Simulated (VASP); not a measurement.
The system is TiTe2.

```xyz
3
Lattice="3.8267 0.0000 0.0000 -1.9134 3.3140 0.0000 0.0000 0.0000 6.5835" Properties=species:S:1:pos:R:3 pbc="T T T"
Te    0.0000    2.2093    4.8534
Te    1.9134    1.1047    1.7301
Ti    0.0000    0.0000    0.0000
```

Base run:

| Quantity | Value |
| --- | --- |
| Program | VASP 6.6.1 |
| Functional | r2SCAN |
| Potentials or basis | VASP PAW PBE potentials, release 64 (Te, Ti_sv) |
| Cutoff | 520 eV |
| k mesh | 8 × 8 × 4 |
| Occupations | fermi-dirac, width 0.05 eV |
| Spin | no spin polarisation |

Its results: band gap on the k mesh zero (band 12 reaches 6.75 eV, above the bottom of band 13 at 6.19 eV); pressure -1.5 GPa; largest force 0.520 eV/Å.

Q: The run is repeated on the same cell with these changes: functional from r2SCAN to PBEsol. What comes out?

A: Band gap on the k mesh zero (band 12 reaches 6.60 eV, above the bottom of band 13 at 5.98 eV); pressure -4.4 GPa; largest force 0.419 eV/Å.

Caveats: the PAW data sets were made with another functional, which shifts forces and pressure a little; spin-orbit coupling is left out, which moves the levels of the heavy elements; this functional lacks dispersion, which binds the layers, so the pressure and a relaxed spacing across them are unreliable (some runs).
